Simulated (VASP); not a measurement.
Write the native input for VASP 6.6.1 that does the following.

```yaml
Task: relaxation of cell and atoms
Functional: PBEsol
Potentials_or_basis: VASP PAW PBE potentials, release 64 (Ir)
Cutoff: 600 eV
k_mesh: 11 × 11 × 6
Occupations: fermi-dirac, width 0.05 eV
Spin: no spin polarisation
Dipole_correction: no
Further_INCAR_settings: ALGO = Normal; EDIFF = 1e-06; IBRION = 2; EDIFFG = -0.01; NSW = 60; ISIF = 3
```

The structure of Ir lies in POSCAR:

```
Ir
1.0
    2.7513778946      0.0000000000      0.0000000000
   -1.3756889473      2.3827631521      0.0000000000
    0.0000000000      0.0000000000      4.4622900000
Ir
2
Direct
    0.3333333333      0.6666666667      0.2500000000
    0.6666666667      0.3333333333      0.7500000000
```

One way to write it, as run:

INCAR

```
ALGO = Normal ; EDIFF = 1E-6
EDIFFG = -0.01 ; ENCUT = 600
GGA = PS ; IBRION = 2
ISIF = 3 ; ISMEAR = -1
LASPH = T ; LCHARG = F
LREAL = F ; LWAVE = F
NELM = 80 ; NSW = 60
PREC = Accurate ; SIGMA = 0.05
```

KPOINTS

```
k-points
0
Gamma
  11 11 6
```

Potentials or basis: VASP PAW PBE potentials, release 64 (Ir).

Command:

```bash
$ cat potpaw_PBE.64/Ir/POTCAR > POTCAR
$ mpirun -np 1 vasp_std > vasp.out
```

It gave:

```yaml
Relaxed_volume: 14.15 Å³/atom
Relaxed_cell: a = 2.722 Å, b = 2.722 Å, c = 4.412 Å, α = 90.00°, β = 90.00°, γ = 120.00°
Space_group_after_relaxing_to_0.05_Å: P6_3/mmc (No. 194)
Energy_gained_by_relaxing: 17.5 meV/atom
Ionic_steps: 5
Pressure_after_relaxing: 0.1 GPa
Band_gap_on_the_k_mesh: zero (band 9 reaches 11.34 eV, above the bottom of band 10 at 8.06 eV)
```

Caveat: the PAW data sets were made with another functional, which shifts forces and pressure a little; spin-orbit coupling is left out, which moves the levels of the heavy elements.

It took 120 s on 1 thread of Intel Xeon 8259CL, on a shared host, peak memory 0.18 GiB.
